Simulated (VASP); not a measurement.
A run of VASP 6.6.1:

The input INCAR:

```
SYSTEM = CsGeBr3
  PREC = Accurate
  ENCUT = 520
  EDIFF = 1E-6
  ISMEAR = 0
  SIGMA = 0.01
  LREAL = .FALSE.
  LASPH = .TRUE.
  NELM = 100
  ALGO = Normal
  ISIF = 2
  LWAVE = .FALSE.
  LCHARG = .FALSE.
  GGA = CA
  NBANDS = 30
```

Contents of KPOINTS:

```
regular mesh
0
G
  9 9 9
  0 0 0
```

POSCAR

```
CsGeBr3
1.0
    3.8042727373      2.1963978890      3.1064769239
   -3.8042727373      2.1963978890      3.1064769239
    0.0000000000     -4.3927957779      3.1064769239
Cs Ge Br
1 1 3
Direct
    0.0013040400      0.0013040400      0.0013040400
    0.5013040400      0.5013040400      0.5013040400
    0.0013040400      0.5013040400      0.5013040400
    0.5013040400      0.5013040400      0.0013040400
    0.5013040400      0.0013040400      0.5013040400
```

Potentials or basis: VASP PAW LDA potentials, release 64 (Cs_sv, Ge_d, Br).

The run is started by

```sh
$ cat potpaw_LDA.64/Cs_sv/POTCAR potpaw_LDA.64/Ge_d/POTCAR potpaw_LDA.64/Br/POTCAR > POTCAR
$ mpirun -np 1 vasp_std > vasp.out
```

Hardware: 1 thread of Intel(R) Xeon(R) Platinum 8488C (Sapphire Rapids), on a shared host.

**Question.** How long does it take, and how much memory?

**Answer.** Run time: 3.2 min on 1 thread of Intel(R) Xeon(R) Platinum 8488C (Sapphire Rapids), on a shared host, peak memory 0.47 GiB. Counts: scf iterations 12, k points 85.
